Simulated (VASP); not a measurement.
# SnTe in VASP: further runs

Runs on SnTe. Level: PBEsol. Tasks: single point, relaxation of cell and atoms.

Everything below comes from runs of VASP 6.6.1. Logs are shortened: lines on timing, memory, paths and dates and some standing lists are left out, and cuts for length are marked.

### Step 1. The cell of the first run

It takes space group I-4m2 (No. 119, tetragonal). The conventional cell has a = 5.005 Å, b = 5.005 Å, c = 7.222 Å, α = 90.00°, β = 90.00°, γ = 90.00°. Within 4.1 Å of Te (site symmetry -4m2) lie 4 Sn at 3.09 Å. Within 4.1 Å of Sn (site symmetry -4m2) lie 4 Te at 3.09 Å.

### Step 2. Single point, PBEsol

Contents of INCAR:

```
SYSTEM = SnTe
PREC     = Accurate       ! precision mode
ENCUT    = 520            ! plane-wave cutoff, eV
EDIFF    = 1E-7           ! SCF threshold, eV
ISMEAR   = -1             ! smearing method
SIGMA    = 0.05           ! smearing width, eV
LREAL    = .FALSE.        ! projectors in reciprocal space
LASPH    = .TRUE.         ! aspherical terms in the spheres
NELM     = 60             ! most SCF steps
ALGO     = Normal         ! electronic algorithm
ISIF     = 2              ! what is computed and relaxed
LWAVE    = .FALSE.        ! write WAVECAR
LCHARG   = .FALSE.        ! write CHGCAR
GGA      = PS             ! functional
NBANDS   = 17             ! bands
```

Contents of KPOINTS:

```
regular mesh
0
G
  7 7 7
  0 0 0
```

Contents of POSCAR:

```
SnTe
1.0
    0.0000000000      3.5389230800      3.6111460000
    3.5389230800      0.0000000000      3.6111460000
    3.5389230800      3.5389230800      0.0000000000
Te Sn
1 1
Direct
    0.2500000000      0.2500000000      0.2500000000
    0.0000000000      0.0000000000      0.0000000000
```

Potentials or basis: VASP PAW PBE potentials, release 64 (Te, Sn_d).

On the command line:

```sh
cat potpaw_PBE.64/Te/POTCAR potpaw_PBE.64/Sn_d/POTCAR > POTCAR
mpirun -np 1 vasp_std > vasp.out
```

OUTCAR:

```text
SYSTEM = SnTe
   PREC = Accurate
   ENCUT = 520
   EDIFF = 1E-7
   ISMEAR = -1
   LREAL = .FALSE.
   LASPH = .TRUE.
   NELM = 60
   ISIF = 2
   GGA = PS

 ion  position               nearest neighbor table
   1  0.250  0.250  0.250-   2 3.09   2 3.09   2 3.09   2 3.09
   2  0.000  0.000  0.000-   1 3.09   1 3.09   1 3.09   1 3.09

  LATTYP: Found a body centered tetragonal cell.
 ALAT       =     5.0047930159
 C/A-ratio  =     1.4430750636

  Lattice vectors:

 A1 = (  -3.5389230800,   0.0000000000,   3.6111460000)
 A2 = (   3.5389230800,   0.0000000000,   3.6111460000)
 A3 = (   0.0000000000,   3.5389230800,  -3.6111460000)

Analysis of symmetry for initial positions (statically):
=====================================================================
 Subroutine PRICEL returns:
 Original cell was already a primitive cell.

 Routine SETGRP: Setting up the symmetry group for a
 body centered tetragonal supercell.

 Subroutine GETGRP returns: Found  8 space group operations
 (whereof  8 operations were pure point group operations)
 out of a pool of 16 trial point group operations.

The static configuration has the point symmetry D_2d.

Analysis of symmetry for dynamics (positions and initial velocities):
=====================================================================
 Subroutine PRICEL returns:
 Original cell was already a primitive cell.

 Routine SETGRP: Setting up the symmetry group for a
 body centered tetragonal supercell.

 Subroutine GETGRP returns: Found  8 space group operations
 (whereof  8 operations were pure point group operations)
 out of a pool of 16 trial point group operations.

The dynamic configuration has the point symmetry D_2d.

 Subroutine INISYM returns: Found  8 space group operations
 (whereof  8 operations are pure point group operations),
 and found     1 'primitive' translations

----------------------------------------------------------------------------------------

                                     Primitive cell

  volume of cell :      90.4518

  direct lattice vectors                    reciprocal lattice vectors
     0.000000000  3.538923080  3.611146000    -0.141285919  0.141285919  0.138460201
     3.538923080  0.000000000  3.611146000     0.141285919 -0.141285919  0.138460201
     3.538923080  3.538923080  0.000000000     0.141285919  0.141285919 -0.138460201

  length of vectors
     5.056120252  5.056120252  5.004793016     0.243093910  0.243093910  0.243093910

  position of ions in fractional coordinates (direct lattice)
     0.250000000  0.250000000  0.250000000
     0.000000000  0.000000000  0.000000000

  ion indices of the primitive-cell ions
   primitive index   ion index
                 1           1
                 2           2

----------------------------------------------------------------------------------------

 KPOINTS: regular mesh

Automatic generation of k-mesh.
 Grid dimensions read from file:
 generate k-points for:    7    7    7

 Generating k-lattice:

  Cartesian coordinates                     Fractional coordinates (reciprocal lattice)
    -0.020183703  0.020183703  0.019780029     0.142857143 -0.000000000  0.000000000
     0.020183703 -0.020183703  0.019780029    -0.000000000  0.142857143  0.000000000
     0.020183703  0.020183703 -0.019780029     0.000000000  0.000000000  0.142857143

  Length of vectors
     0.034727701  0.034727701  0.034727701

  Shift w.r.t. Gamma in fractional coordinates (k-lattice)
     0.000000000  0.000000000  0.000000000

 Subroutine IBZKPT returns following result:
 ===========================================

 Found     40 irreducible k-points:

 Following reciprocal coordinates:
            Coordinates               Weight
  0.000000  0.000000  0.000000      1.000000
  0.142857  0.000000  0.000000      8.000000
  0.285714  0.000000  0.000000      8.000000
  0.428571  0.000000  0.000000      8.000000
  0.142857  0.142857  0.000000      2.000000
  0.285714  0.142857  0.000000      8.000000
[... 16 lines left out ...]
  0.428571  0.285714  0.142857      8.000000
 -0.428571  0.285714  0.142857     16.000000
 [... further k-points ...]
   k-points           NKPTS =     40   k-points in BZ     NKDIM =     40   number of bands    NBANDS=     17
   number of dos      NEDOS =    301   number of ions     NIONS =      2
   total plane-waves  NPLWV =  64000
   dimension x,y,z NGX =    40 NGY =   40 NGZ =   40
   dimension x,y,z NGXF=    80 NGYF=   80 NGZF=   80
   ions per type =               1   1
   NGX,Y,Z   is equivalent  to a cutoff of  13.15, 13.15, 13.29 a.u.
   NGXF,Y,Z  is equivalent  to a cutoff of  26.30, 26.30, 26.57 a.u.
 SYSTEM =  SnTe
   PREC   = accura    normal or accurate (medium, high low for compatibility)
   ISTART =      0    job   : 0-new  1-cont  2-samecut
   ICHARG =      2    charge: 1-file 2-atom 10-const
   ISPIN  =      1    spin polarized calculation?
   LNONCOLLINEAR =      F non collinear calculations
   LSORBIT =      F    spin-orbit coupling
   LASPH  =      T    aspherical Exc in radial PAW
   ENCUT  =  520.0 eV  38.22 Ry    6.18 a.u.   9.40  9.40  9.31*2*pi/ulx,y,z
   NELM   =     60;   NELMIN=  2; NELMDL= -5     # of ELM steps
   EDIFF  = 0.1E-06   stopping-criterion for ELM
   LREAL  =      F    real-space projection
   EDIFFG = 0.1E-05   stopping-criterion for IOM
   NSW    =      0    number of steps for IOM
   IBRION =     -1    ionic relax: 0-MD 1-quasi-New 2-CG
   NFREE  =      0    steps in history (QN), initial steepest desc. (CG)
   ISIF   =      2    stress and relaxation
   ISYM   =      2    0-nonsym 1-usesym 2-fastsym
   POTIM  = 0.5000    time-step for ionic-motion
   TEBEG  =    0.0;   TEEND  =   0.0 temperature during run
   PSTRESS=    0.0 pullay stress
   NELECT =      20.0000    total number of electrons
   NUPDOWN=      -1.0000    fix difference up-down
   EMIN   =  10.00;   EMAX   =-10.00  energy-range for DOS
   EFERMI =   0.00;   METHOD = LEGACY
   ISMEAR =    -1;   SIGMA  =   0.05  broadening in eV -4-tet -1-fermi 0-gaus
   EFERMI_NEDOS =   21; number of points for ismear=-14 and -15
   IALGO  =     38    algorithm
   IMIX   =      4    mixing-type and parameters
     AMIX     =   0.40;   BMIX     =  1.00
     AMIX_MAG =   1.60;   BMIX_MAG =  1.00
  volume/ion in A,a.u.               =      45.23       305.20
  Fermi-wavevector in a.u.,A,eV,Ry     =   0.989948  1.870731 13.333670  0.979997
  Thomas-Fermi vector in A             =   2.121583
   LORBIT       =      0    0 simple, 1 ext, 2 COOP (PROOUT), +10 PAW based schemes
   GGA     = PS    functional components
   LHFCALC =     F    Hartree Fock is set to
   AEXX    =    0.0000 exact exchange contribution
   IVDW    =     0    specifies the selected vdW correction
   LEPSILON=     F    determine dielectric tensor
   LRPA    =     F    only Hartree local field effects (RPA)
 non-spin polarized calculation
  energy-cutoff  :      520.00
  volume of cell :       90.45
 maximum number of plane-waves:      2461
 NGX is ok and might be reduce to    40
   NGX = 19   NGY = 19   NGZ = 19

 number of electron      20.0000004 magnetization

 Free energy of the ion-electron system (eV)
  ---------------------------------------------------
  ext. energy  EPLUGINS =         0.00000000
  ---------------------------------------------------
  free energy    TOTEN  =        -7.62408980 eV

  energy without entropy =       -7.62100510  energy(sigma->0) =       -7.62254745

 E-fermi :   3.3644     XC(G=0):  -7.7963

 val. band max:        3.2652274613   @ k =  -0.2857   0.4286   0.1429
 cond. band min:       3.3959481035   @ k =   0.4286   0.0000   0.4286
 fundamental gap:      0.1307206421
 Fermi energy:         3.3643540031

 k-point     1 :       0.0000    0.0000    0.0000
  band No.  band energies     occupation
      1     -18.3120      2.00000
      2     -18.3107      2.00000
      3     -18.3107      2.00000
      4     -18.2999      2.00000
      5     -18.2986      2.00000
      6      -8.3709      2.00000
[... 9 lines left out ...]
     16       9.9314      0.00000
     17      10.7424      0.00000

 k-point     2 :       0.1429    0.0000    0.0000
  band No.  band energies     occupation
      1     -18.3119      2.00000
      2     -18.3107      2.00000
      3     -18.3104      2.00000
      4     -18.2999      2.00000
      5     -18.2985      2.00000
      6      -8.2783      2.00000
[... 9 lines left out ...]
     16       9.4110      0.00000
     17      10.4845      0.00000

 k-point     3 :       0.2857    0.0000    0.0000
  band No.  band energies     occupation
      1     -18.3123      2.00000
      2     -18.3103      2.00000
      3     -18.3097      2.00000
      4     -18.2999      2.00000
      5     -18.2984      2.00000
      6      -8.0431      2.00000
[... 9 lines left out ...]
     16       9.2807      0.00000
     17      10.6200      0.00000

 k-point     4 :       0.4286    0.0000    0.0000
  band No.  band energies     occupation
      1     -18.3128      2.00000
      2     -18.3099      2.00000
      3     -18.3092      2.00000
      4     -18.2998      2.00000
      5     -18.2983      2.00000
      6      -7.8162      2.00000
[... 9 lines left out ...]
     16       9.9842      0.00000
     17      10.1398      0.00000

 k-point     5 :       0.1429    0.1429    0.0000
  band No.  band energies     occupation
      1     -18.3128      2.00000
      2     -18.3101      2.00000
      3     -18.3101      2.00000
      4     -18.2997      2.00000
      5     -18.2987      2.00000
      6      -8.2487      2.00000
[... 9 lines left out ...]
     16      10.1280      0.00000
     17      11.4116      0.00000

 k-point     6 :       0.2857    0.1429    0.0000
  band No.  band energies     occupation
      1     -18.3133      2.00000
      2     -18.3096      2.00000
      3     -18.3094      2.00000
      4     -18.2996      2.00000
      5     -18.2988      2.00000
      6      -8.0591      2.00000
[... 9 lines left out ...]
     16      10.0509      0.00000
     17      11.1539      0.00000

 k-point     7 :       0.4286    0.1429    0.0000
  band No.  band energies     occupation
      1     -18.3135      2.00000
      2     -18.3094      2.00000
      3     -18.3088      2.00000
      4     -18.2996      2.00000
      5     -18.2986      2.00000
      6      -7.8173      2.00000
[... 9 lines left out ...]
     16      10.4244      0.00000
     17      10.6623      0.00000

 k-point     8 :      -0.4286    0.1429    0.0000
  band No.  band energies     occupation
      1     -18.3132      2.00000
      2     -18.3095      2.00000
      3     -18.3088      2.00000
      4     -18.2997      2.00000
      5     -18.2984      2.00000
      6      -7.7289      2.00000
[... 9 lines left out ...]
     16       9.7859      0.00000
     17      10.6903      0.00000
[... 203 lines left out ...]
      1     -18.3129      2.00000
      2     -18.3098      2.00000
      3     -18.3090      2.00000
      4     -18.3000      2.00000
      5     -18.2982      2.00000
      6      -7.8124      2.00000
[... 9 lines left out ...]
     16      10.4354      0.00000
     17      10.6985      0.00000

 k-point    20 :      -0.4286    0.0000    0.1429
  band No.  band energies     occupation
      1     -18.3131      2.00000
      2     -18.3095      2.00000
      3     -18.3089      2.00000
      4     -18.2999      2.00000
      5     -18.2983      2.00000
      6      -7.7278      2.00000
[... 9 lines left out ...]
     16       9.7938      0.00000
     17      10.7444      0.00000

 k-point    21 :      -0.2857   -0.0000    0.1429
  band No.  band energies     occupation
      1     -18.3128      2.00000
      2     -18.3099      2.00000
      3     -18.3092      2.00000
      4     -18.2998      2.00000
      5     -18.2984      2.00000
      6      -7.8934      2.00000
[... 9 lines left out ...]
     16       9.8998      0.00000
     17      11.0515      0.00000

 k-point    22 :      -0.1429   -0.0000    0.1429
  band No.  band energies     occupation
      1     -18.3123      2.00000
      2     -18.3105      2.00000
      3     -18.3097      2.00000
      4     -18.2998      2.00000
      5     -18.2985      2.00000
      6      -8.1369      2.00000
[... 9 lines left out ...]
     16       9.2914      0.00000
     17      11.3047      0.00000

 k-point    23 :       0.4286    0.2857    0.1429
  band No.  band energies     occupation
      1     -18.3139      2.00000
      2     -18.3091      2.00000
      3     -18.3087      2.00000
      4     -18.2995      2.00000
      5     -18.2988      2.00000
      6      -7.8593      2.00000
[... 9 lines left out ...]
     16      10.3312      0.00000
     17      11.8182      0.00000

 k-point    24 :      -0.4286    0.2857    0.1429
  band No.  band energies     occupation
      1     -18.3139      2.00000
      2     -18.3091      2.00000
      3     -18.3082      2.00000
      4     -18.2996      2.00000
      5     -18.2986      2.00000
      6      -7.6690      2.00000
[... 9 lines left out ...]
     16      10.6271      0.00000
     17      11.2697      0.00000

 [... further k-points ...]

------------------------ aborting loop because EDIFF is reached ----------------------------------------

  FORCE on cell =-STRESS in cart. coord.  units (eV):
  Direction    XX          YY          ZZ          XY          YZ          ZX
  --------------------------------------------------------------------------------------
  -------------------------------------------------------------------------------------
  Total       -0.2645369     -0.2645369     -0.2547165      0.0000000     -0.0000000      0.0000000
  in kB       -4.6857556     -4.6857556     -4.5118051      0.0000000     -0.0000000      0.0000000
  external PRESSURE =      -4.6277721 kB  Pullay stress =       0.0000000 kB

 VOLUME and BASIS-vectors are now :
 -----------------------------------------------------------------------------
  energy-cutoff  :      520.00
  volume of cell :       90.45
      direct lattice vectors                 reciprocal lattice vectors
     0.000000000  3.538923080  3.611146000    -0.141285919  0.141285919  0.138460201
     3.538923080  0.000000000  3.611146000     0.141285919 -0.141285919  0.138460201
     3.538923080  3.538923080  0.000000000     0.141285919  0.141285919 -0.138460201

 POSITION                                       TOTAL-FORCE (eV/Angst)
 -----------------------------------------------------------------------------------
      1.76946      1.76946      1.80557         0.000000      0.000000      0.000000
      0.00000      0.00000      0.00000        -0.000000     -0.000000     -0.000000
 -----------------------------------------------------------------------------------
    total drift:                               -0.000000     -0.000000     -0.000000

  FREE ENERGIE OF THE ION-ELECTRON SYSTEM (eV)
  ---------------------------------------------------
  free  energy   TOTEN  =        -7.6240897980 eV

  energy  without entropy=       -7.6210051001  energy(sigma->0) =       -7.62254745
```

Wall time 63 s (1 thread of Intel Xeon Platinum 8488C (Sapphire Rapids), shared host); peak memory 0.26 GiB.

What came out:

| Item | Value |
| --- | --- |
| Free energy | -7.6241 eV |
| Pressure | -0.5 GPa |
| Band gap on the k mesh | 0.13 eV, indirect (least direct gap 0.72 eV) |

Levels at points of the mesh, in eV from the valence-band top:
```tsv
k point	band 8	band 9	band 10	band 11	band 12	band 13
(0.00, 0.00, 0.00)	-1.95	-1.87	-1.87	1.07	1.07	1.13
```

Caveat: the PAW data sets were made with another functional, which shifts forces and pressure a little; spin-orbit coupling is left out, which moves the levels of the heavy elements. A k mesh can miss the band edges.

[end of part 1 of 2]
